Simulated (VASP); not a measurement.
Input of a VASP 6.6.1 run:

File POSCAR:

```
TiTe2
1.0
    3.6960163674      0.0000000000      0.0000000000
   -1.8480081837      3.2008440670      0.0000000000
    0.0000000000      0.0000000000      6.3838697887
Ti Te
1 2
Direct
    0.0000000000      0.0000000000      0.0000000000
    0.6666666667      0.3333333333      0.2712099107
    0.3333333333      0.6666666667      0.7287900893
```

The input INCAR.step1:

```
PREC = Accurate
ENCUT = 520
ISMEAR = 0
SIGMA = 0.1
LREAL = F
LASPH = T
NELM = 60
NBANDS = 19
GGA = PE
ALGO = Normal
EDIFF = 1E-4
LWAVE = T
LCHARG = F
```

The input INCAR.step2:

```
PREC = Accurate
ENCUT = 520
EDIFF = 1E-6
ISMEAR = 0
SIGMA = 0.1
LREAL = F
LASPH = T
NELM = 60
ALGO = Normal
ISIF = 2
LWAVE = F
LCHARG = F
METAGGA = R2SCAN
LMIXTAU = T
NBANDS = 19
ISTART = 1
```

KPOINTS

```
Automatic mesh
0
Gamma
  12 12 8
```

Potentials or basis: VASP PAW PBE potentials, release 64 (Ti_sv, Te).

The run is started by

```bash
$ cat potpaw_PBE.64/Ti_sv/POTCAR potpaw_PBE.64/Te/POTCAR > POTCAR
$ cp INCAR.step1 INCAR
$ mpirun -np 1 vasp_std > vasp.out
$ cp INCAR.step2 INCAR
$ mpirun -np 1 vasp_std > vasp.out
```

Problem. What does it give for the band gap on the k mesh?

Solution. Zero (bands 12 and 13 overlap by 0.81 eV).

Problem. Predict the largest force.

Solution. 0.246 eV/Å.

Problem. Estimate the pressure.

Solution. 3.7 GPa.

Forces on the atoms (eV/Å):
```
Ti   0.000  0.000  0.000
Te   0.000  0.000 -0.246
Te   0.000  0.000  0.246
```

Caveat: the cell stands under pressure; the PAW data sets were made with another functional, which shifts forces and pressure a little; spin-orbit coupling is left out, which moves the levels of the heavy elements.
